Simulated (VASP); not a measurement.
A run of VASP 6.6.1:

Contents of POSCAR:

```
GaN
1.0
    3.1831493761      0.0000000000      0.0000000000
   -1.5915746880      2.7566882238      0.0000000000
    0.0000000000      0.0000000000      5.0281164724
Ga N
2 2
Direct
    0.3333333333      0.6666666667     -0.0037445332
    0.6666666667      0.3333333333      0.4962554668
    0.3333333333      0.6666666667      0.3787445332
    0.6666666667      0.3333333333      0.8787445332
```

File INCAR.step1:

```
SYSTEM = GaN
PREC = Accurate
ENCUT = 520
ISMEAR = 0
SIGMA = 0.01
LREAL = .False.
LASPH = .True.
NELM = 100
NBANDS = 26
GGA = PE
ALGO = Normal
EDIFF = 1E-4
LWAVE = .True.
LCHARG = .False.
```

File INCAR.step2:

```
SYSTEM = GaN
PREC = Accurate
ENCUT = 520
EDIFF = 1E-7
ISMEAR = 0
SIGMA = 0.01
LREAL = .False.
LASPH = .True.
NELM = 100
ALGO = Normal
ISIF = 2
LWAVE = .False.
LCHARG = .False.
METAGGA = R2SCAN
LMIXTAU = .True.
NBANDS = 26
ISTART = 1
```

KPOINTS

```
Automatic mesh
0
Gamma
  12 12 6
  0 0 0
```

Potentials or basis: VASP PAW PBE potentials, release 64 (Ga_d, N).

Command:

```console
$ cat potpaw_PBE.64/Ga_d/POTCAR potpaw_PBE.64/N/POTCAR > POTCAR
$ cp INCAR.step1 INCAR
$ mpirun -np 1 vasp_std > vasp.out
$ cp INCAR.step2 INCAR
$ mpirun -np 1 vasp_std > vasp.out
```

Hardware: 1 thread of AMD EPYC 7R43 64-Core Processor (Zen 3) (shared host).

Q: How long does it take, and how much memory?

A: Wall time 5.9 min on 1 thread of AMD EPYC 7R43 64-Core Processor (Zen 3), with other jobs on the host, peak memory 0.18 GiB. Counts: k points 76.
